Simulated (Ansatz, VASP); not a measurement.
One calculation of BaZn2H6, two programs

```xyz
9
Lattice="0.0000 3.8733 3.8733 3.8733 0.0000 3.8733 3.8733 3.8733 0.0000" Properties=species:S:1:pos:R:3 pbc="T T T"
Ba    3.8733    3.8733    3.8733
Zn    1.9366    1.9366    1.9366
Zn    5.8099    5.8099    5.8099
H     6.8000    3.8733    3.8733
H     0.9466    3.8733    3.8733
H     3.8733    6.8000    3.8733
H     3.8733    0.9466    3.8733
H     3.8733    3.8733    6.8000
H     3.8733    3.8733    0.9466
```

Alike in both runs: task relaxation of cell and atoms; functional PBE; k mesh 8 × 8 × 8; occupations gaussian, width 0.1 eV; no spin polarisation.

|  | VASP | Ansatz |
| --- | --- | --- |
| version | VASP 6.6.1 | Ansatz 0.2.0 |
| potentials or method | VASP PAW PBE potentials, release 64 (Ba_sv, Zn, H), cutoff 600 eV | scalar-relativistic, plane waves, PAW |
| valence electrons in the cell | 40 | 40 |

```tsv
	VASP	Ansatz	Ansatz less VASP
gap on the k mesh at the Fermi level, each at its own relaxed structure (eV)	none	none	-
relaxed volume (Å³/atom)	12.92	12.77	-0.141
relaxed length of the cell vector where the two differ most in proportion (Å)	5.478	5.458	-0.0200
```

A gap of «none» marks a metal or a gap that the smearing closes.

Spin-orbit coupling is off throughout.
